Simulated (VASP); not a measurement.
# SiO2 (rutile type) (P4_2/mnm) in VASP: further runs

Runs on SiO2 (rutile type). Level: LDA. Tasks: relaxation of shape and atoms at fixed volume, relaxation of cell and atoms.

Everything below comes from runs of VASP 6.6.1. Logs are shortened: lines on timing, memory, paths and dates and some standing lists are left out, and cuts for length are marked.

### 1 The cell of the first run

The structure is tetragonal, space group P4_2/mnm (No. 136). The conventional cell has a = 3.857 Å, b = 3.857 Å, c = 2.471 Å, α = 90.00°, β = 90.00°, γ = 90.00°. Si (site symmetry mmm) has 6 O at 1.63 to 1.67 Å within 2.2 Å. Within 2.2 Å of O (site symmetry m2m) lie 3 Si at 1.63 to 1.67 Å and 1 O at 2.12 Å.

### 2 Relaxation of shape and atoms at fixed volume, LDA

Contents of INCAR:

```
PREC = Accurate
ENCUT = 600
EDIFF = 1E-7
ISMEAR = -1
SIGMA = 0.08
LREAL = False
LASPH = True
NELM = 120
ALGO = Normal
ISIF = 4
LWAVE = False
LCHARG = False
GGA = CA
IBRION = 2
NSW = 50
EDIFFG = -0.005
GGA_COMPAT = False
NELMIN = 4
```

Contents of KPOINTS:

```
regular mesh
0
Gamma
  8 8 11
```

Contents of POSCAR:

```
SiO2
1.0
    3.8570279375      0.0000000000      0.0000000000
    0.0000000000      3.8570279375      0.0000000000
    0.0000000000      0.0000000000      2.4706632133
Si O
2 4
Direct
    0.0000000000      0.0000000000      0.0000000000
    0.5000000000      0.5000000000      0.5000000000
    0.3055797227      0.3055797227      0.0000000000
    0.6944202773      0.6944202773      0.0000000000
    0.8055797227      0.1944202773      0.5000000000
    0.1944202773      0.8055797227      0.5000000000
```

Potentials or basis: VASP PAW LDA potentials, release 64 (Si, O).

On the command line:

```console
> cat potpaw_LDA.64/Si/POTCAR potpaw_LDA.64/O/POTCAR > POTCAR
> mpirun -np 1 vasp_std > vasp.out
```

OUTCAR:

```text
PREC = Accurate
   ENCUT = 600
   EDIFF = 1E-7
   ISMEAR = -1
   LREAL = False
   LASPH = True
   NELM = 120
   ISIF = 4
   GGA = CA
   IBRION = 2
   NSW = 50
   EDIFFG = -0.005
   NELMIN = 4

 ion  position               nearest neighbor table
   1  0.000  0.000  0.000-   5 1.63   6 1.63   5 1.63   6 1.63   3 1.67   4 1.67   2 2.99   2 2.99
                             2 2.99   2 2.99   2 2.99   2 2.99   2 2.99   2 2.99
   2  0.500  0.500  0.500-   3 1.63   4 1.63   3 1.63   4 1.63   5 1.67   6 1.67   1 2.99   1 2.99
                             1 2.99   1 2.99   1 2.99   1 2.99   1 2.99   1 2.99
   3  0.306  0.306  0.000-   2 1.63   2 1.63   1 1.67
   4  0.694  0.694  0.000-   2 1.63   2 1.63   1 1.67
   5  0.806  0.194  0.500-   1 1.63   1 1.63   2 1.67
   6  0.194  0.806  0.500-   1 1.63   1 1.63   2 1.67

  LATTYP: Found a simple tetragonal cell.
 ALAT       =     3.8570279375
 C/A-ratio  =     0.6405613994

  Lattice vectors:

 A1 = (   3.8570279375,   0.0000000000,   0.0000000000)
 A2 = (   0.0000000000,   3.8570279375,   0.0000000000)
 A3 = (   0.0000000000,   0.0000000000,   2.4706632133)

Analysis of symmetry for initial positions (statically):
=====================================================================
 Subroutine PRICEL returns:
 Original cell was already a primitive cell.

 Routine SETGRP: Setting up the symmetry group for a
 simple tetragonal supercell.

 Subroutine GETGRP returns: Found 16 space group operations
 (whereof  8 operations were pure point group operations)
 out of a pool of 16 trial point group operations.

The static configuration has the point symmetry D_2h.
 The point group associated with its full space group is D_4h.

Analysis of symmetry for dynamics (positions and initial velocities):
=====================================================================
 Subroutine PRICEL returns:
 Original cell was already a primitive cell.

 Routine SETGRP: Setting up the symmetry group for a
 simple tetragonal supercell.

 Subroutine GETGRP returns: Found 16 space group operations
 (whereof  8 operations were pure point group operations)
 out of a pool of 16 trial point group operations.

The dynamic configuration has the point symmetry D_2h.
 The point group associated with its full space group is D_4h.

 Subroutine INISYM returns: Found 16 space group operations
 (whereof  8 operations are pure point group operations),
 and found     1 'primitive' translations

[... 111 lines left out ...]
   TEBEG  =    0.0;   TEEND  =   0.0 temperature during run
   PSTRESS=    0.0 pullay stress
   NELECT =      32.0000    total number of electrons
   NUPDOWN=      -1.0000    fix difference up-down
   EMIN   =  10.00;   EMAX   =-10.00  energy-range for DOS
   EFERMI =   0.00;   METHOD = LEGACY
   ISMEAR =    -1;   SIGMA  =   0.08  broadening in eV -4-tet -1-fermi 0-gaus
   EFERMI_NEDOS =   21; number of points for ismear=-14 and -15
   IALGO  =     38    algorithm
   IMIX   =      4    mixing-type and parameters
     AMIX     =   0.40;   BMIX     =  1.00
     AMIX_MAG =   1.60;   BMIX_MAG =  1.00
  volume/ion in A,a.u.               =       6.13        41.34
  Fermi-wavevector in a.u.,A,eV,Ry     =   1.563214  2.954046 33.247716  2.443638
  Thomas-Fermi vector in A             =   2.666018
   LORBIT       =      0    0 simple, 1 ext, 2 COOP (PROOUT), +10 PAW based schemes
   GGA     = CA    functional components
   LHFCALC =     F    Hartree Fock is set to
   AEXX    =    0.0000 exact exchange contribution
   IVDW    =     0    specifies the selected vdW correction
   LEPSILON=     F    determine dielectric tensor
   LRPA    =     F    only Hartree local field effects (RPA)
 conjugate gradient relaxation of ions
 non-spin polarized calculation
  energy-cutoff  :      600.00
  volume of cell :       36.76
 maximum number of plane-waves:      1246
 NGX is ok and might be reduce to    32
   NGX = 15   NGY = 15   NGZ =  9

--------------------------------------- Ionic step        1  -------------------------------------------

 number of electron      31.9999996 magnetization

 Free energy of the ion-electron system (eV)
  ---------------------------------------------------
  ext. energy  EPLUGINS =         0.00000000
  ---------------------------------------------------
  free energy    TOTEN  =       -49.05376584 eV

  energy without entropy =      -49.05376584  energy(sigma->0) =      -49.05376584

------------------------ aborting loop because EDIFF is reached ----------------------------------------

  FORCE on cell =-STRESS in cart. coord.  units (eV):
  Direction    XX          YY          ZZ          XY          YZ          ZX
  --------------------------------------------------------------------------------------
  -------------------------------------------------------------------------------------
  Total       25.8274235     25.8274235     31.1229260     -0.0000000      0.0000000      0.0000000
  in kB     1125.8293010   1125.8293010   1356.6626991     -0.0000000      0.0000000      0.0000000
  external PRESSURE =    1202.7737670 kB  Pullay stress =       0.0000000 kB
[... 267 lines left out ...]
--------------------------------------- Ionic step        8  -------------------------------------------

 number of electron      32.0000000 magnetization

 Free energy of the ion-electron system (eV)
  ---------------------------------------------------
  ext. energy  EPLUGINS =         0.00000000
  ---------------------------------------------------
  free energy    TOTEN  =       -49.19694758 eV

  energy without entropy =      -49.19694758  energy(sigma->0) =      -49.19694758

 E-fermi :  13.3626     XC(G=0): -13.9972

 val. band max:       11.8525292964   @ k =   0.0000   0.0000   0.0000
 cond. band min:      18.5729030516   @ k =   0.0000   0.0000   0.0000
 fundamental gap:      6.7203737552
 Fermi energy:        13.3625742960

 k-point     1 :       0.0000    0.0000    0.0000
  band No.  band energies     occupation
      1     -13.3408      2.00000
      2      -8.2865      2.00000
      3      -8.2865      2.00000
      4      -7.5160      2.00000
      5      -0.9568      2.00000
      6       3.0235      2.00000
[... 541 lines left out ...]
     19      23.4010      0.00000
     20      23.4010      0.00000

 [... further k-points ...]

------------------------ aborting loop because EDIFF is reached ----------------------------------------

  FORCE on cell =-STRESS in cart. coord.  units (eV):
  Direction    XX          YY          ZZ          XY          YZ          ZX
  --------------------------------------------------------------------------------------
  -------------------------------------------------------------------------------------
  Total       26.5411318     26.5411318     26.5421250     -0.0000000      0.0000000      0.0000000
  in kB     1156.9401774   1156.9401774   1156.9834700     -0.0000000      0.0000000      0.0000000
  external PRESSURE =    1156.9546083 kB  Pullay stress =       0.0000000 kB
[... 21 lines left out ...]
  FREE ENERGIE OF THE ION-ELECTRON SYSTEM (eV)
  ---------------------------------------------------
  free  energy   TOTEN  =       -49.1969475771 eV

  energy  without entropy=      -49.1969475771  energy(sigma->0) =      -49.19694758

 reached required accuracy - stopping structural energy minimisation
```

Wall time 3.4 min (1 thread of AMD EPYC 9R45 (Zen 5), shared host); peak memory 0.15 GiB.

Results:

| Quantity | Value |
| --- | --- |
| Free energy | -49.1969 eV |
| Energy gained by relaxing | 23.9 meV/atom |
| Ionic steps | 8 |
| Pressure after relaxing | 115.7 GPa |
| Band gap on the k mesh | 6.72 eV |

The path:
```
step  energy change (eV)  largest force (eV/Å)  pressure (GPa)  volume (Å³)
   1              0.0000                1.9382          120.28        36.76
   2              0.4843                4.3881          116.96        36.76
   3             -0.1398                0.0716          115.72        36.76
   4             -0.1398                0.1122          115.66        36.76
   5             -0.1430                0.0033          115.66        36.76
   6             -0.1432                0.0239          115.66        36.76
   7             -0.1431                0.0392          115.75        36.76
   8             -0.1432                0.0002          115.70        36.76
```

Final structure:
```
CELL_PARAMETERS angstrom
3.82992 0.00000 0.00000
0.00000 3.82992 0.00000
0.00000 0.00000 2.50576
ATOMIC_POSITIONS crystal
Si 0.00000 0.00000 0.00000
Si 0.50000 0.50000 0.50000
O 0.30056 0.30056 0.00000
O 0.69944 0.69944 0.00000
O 0.80056 0.19944 0.50000
O 0.19944 0.80056 0.50000
```

A k mesh can miss the band edges.

### 3 Relaxation of shape and atoms at fixed volume, LDA

This run uses another cell than the first one, of 6.74 Å³/atom.

Contents of INCAR:

```
SYSTEM = SiO2
ALGO = Normal
EDIFF = 1E-7
EDIFFG = -0.005
ENCUT = 600
GGA = CA
GGA_COMPAT = .False.
IBRION = 2
ISIF = 4
ISMEAR = -1
LASPH = .True.
LCHARG = .False.
LREAL = .False.
LWAVE = .False.
NELM = 120
NELMIN = 4
NSW = 50
PREC = Accurate
SIGMA = 0.08
```

Contents of KPOINTS:

```
k-points
0
Gamma
  8 8 11
  0 0 0
```

Edit POSCAR of step 2 so:

```diff
@@ -2,5 +2,5 @@
 1.0
-    3.8570279375      0.0000000000      0.0000000000
-    0.0000000000      3.8570279375      0.0000000000
-    0.0000000000      0.0000000000      2.4706632133
+    3.9815332446      0.0000000000      0.0000000000
+    0.0000000000      3.9815332446      0.0000000000
+    0.0000000000      0.0000000000      2.5504165070
 Si O
```

Potentials or basis: VASP PAW LDA potentials, release 64 (Si, O).

On the command line:

```console
> cat potpaw_LDA.64/Si/POTCAR potpaw_LDA.64/O/POTCAR > POTCAR
> mpirun -np 1 vasp_std > vasp.out
```

Run time: 2.8 min. Hardware: 1 thread of AMD EPYC 9R45 (Zen 5), shared host; peak memory 0.16 GiB.

The run converged. Its results:

| Item | Value |
| --- | --- |
| Free energy | -51.1190 eV |
| Energy gained by relaxing | 9.5 meV/atom |
| Ionic steps | 8 |
| Pressure after relaxing | 54.3 GPa |
| Band gap on the k mesh | 6.61 eV |

Step by step:
| step | energy change (eV) | largest force (eV/Å) | pressure (GPa) | volume (Å³) |
| --- | --- | --- | --- | --- |
| 1 | 0.0000 | 1.0149 | 57.24 | 40.43 |
| 2 | 0.0272 | 1.3930 | 52.69 | 40.43 |
| 3 | -0.0549 | 0.0710 | 54.36 | 40.43 |
| 4 | -0.0549 | 0.0929 | 54.32 | 40.43 |
| 5 | -0.0569 | 0.0000 | 54.27 | 40.43 |
| 6 | -0.0571 | 0.0188 | 54.28 | 40.43 |
| 7 | -0.0571 | 0.0177 | 54.35 | 40.43 |
| 8 | -0.0571 | 0.0001 | 54.31 | 40.43 |

Final structure:
```
CELL_PARAMETERS angstrom
3.95945 0.00000 0.00000
0.00000 3.95945 0.00000
0.00000 0.00000 2.57895
ATOMIC_POSITIONS crystal
Si 0.00000 0.00000 0.00000
Si 0.50000 0.50000 0.50000
O 0.30202 0.30202 0.00000
O 0.69798 0.69798 0.00000
O 0.80202 0.19798 0.50000
O 0.19798 0.80202 0.50000
```

Levels at points of the mesh, in eV from the valence-band top:
| k point | band 12 | band 13 | band 14 | band 15 | band 16 | band 17 | band 18 | band 19 | band 20 |
| --- | --- | --- | --- | --- | --- | --- | --- | --- | --- |
| (0.00, 0.00, 0.00) | -3.70 | -2.59 | -1.01 | -1.01 | 0.00 | 6.61 | 8.12 | 9.11 | 9.11 |
| (0.50, 0.00, 0.00) | -4.74 | -3.05 | -3.05 | -1.19 | -1.19 | 8.91 | 8.91 | 9.97 | 9.97 |
| (0.50, 0.50, 0.00) | -3.90 | -3.30 | -3.30 | -2.80 | -2.80 | 8.77 | 8.77 | 11.03 | 11.03 |

### 4 Relaxation of shape and atoms at fixed volume, LDA

This run uses another cell than the first one, of 7.20 Å³/atom.

Contents of INCAR:

```
SYSTEM = SiO2
  PREC = Accurate
  ENCUT = 600
  EDIFF = 1E-7
  ISMEAR = -1
  SIGMA = 0.08
  LREAL = .FALSE.
  LASPH = .TRUE.
  NELM = 120
  ALGO = Normal
  ISIF = 4
  LWAVE = .FALSE.
  LCHARG = .FALSE.
  GGA = CA
  IBRION = 2
  NSW = 50
  EDIFFG = -0.005
  GGA_COMPAT = .FALSE.
  NELMIN = 4
```

Contents of KPOINTS:

```
Automatic mesh
0
G
  8 8 11
  0 0 0
```

Edit POSCAR of step 3 so:

```diff
@@ -2,5 +2,5 @@
 1.0
-    3.9815332446      0.0000000000      0.0000000000
-    0.0000000000      3.9815332446      0.0000000000
-    0.0000000000      0.0000000000      2.5504165070
+    4.0700405873      0.0000000000      0.0000000000
+    0.0000000000      4.0700405873      0.0000000000
+    0.0000000000      0.0000000000      2.6071108943
 Si O
```

On the command line:

```console
> cat potpaw_LDA.64/Si/POTCAR potpaw_LDA.64/O/POTCAR > POTCAR
> mpirun -np 1 vasp_std > vasp.out
```

Run time: 2.8 min. Hardware: 1 thread of AMD EPYC 9R45 (Zen 5), shared host; peak memory 0.17 GiB.

Results (log left out):

* Free energy: -51.7835 eV
* Energy gained by relaxing: 2.9 meV/atom
* Ionic steps: 5
* Pressure after relaxing: 22.9 GPa
* Band gap on the k mesh: 6.51 eV

Step by step:
| step | energy change (eV) | largest force (eV/Å) | pressure (GPa) | volume (Å³) |
| --- | --- | --- | --- | --- |
| 1 | 0.0000 | 0.4758 | 24.60 | 43.19 |
| 2 | -0.0082 | 0.4200 | 22.07 | 43.19 |
| 3 | -0.0163 | 0.0505 | 22.97 | 43.19 |
| 4 | -0.0171 | 0.0141 | 22.90 | 43.19 |
| 5 | -0.0172 | 0.0008 | 22.92 | 43.19 |

Final structure:
```
CELL_PARAMETERS angstrom
4.05520 0.00000 0.00000
0.00000 4.05520 0.00000
0.00000 0.00000 2.62623
ATOMIC_POSITIONS crystal
Si 0.00000 0.00000 0.00000
Si 0.50000 0.50000 0.50000
O 0.30345 0.30345 0.00000
O 0.69655 0.69655 0.00000
O 0.80345 0.19655 0.50000
O 0.19655 0.80345 0.50000
```

Levels at points of the mesh, in eV from the valence-band top:
| k point | band 14 | band 15 | band 16 | band 17 | band 18 | band 19 |
| --- | --- | --- | --- | --- | --- | --- |
| (0.00, 0.00, 0.00) | -0.96 | -0.96 | 0.00 | 6.51 | 6.87 | 8.68 |
| (0.50, 0.00, 0.00) | -2.90 | -1.13 | -1.13 | 8.37 | 8.37 | 9.32 |
| (0.50, 0.50, 0.00) | -3.05 | -2.56 | -2.56 | 8.07 | 8.07 | 10.43 |

A k mesh can miss the band edges.

(Part 1 of 2 ends here.)
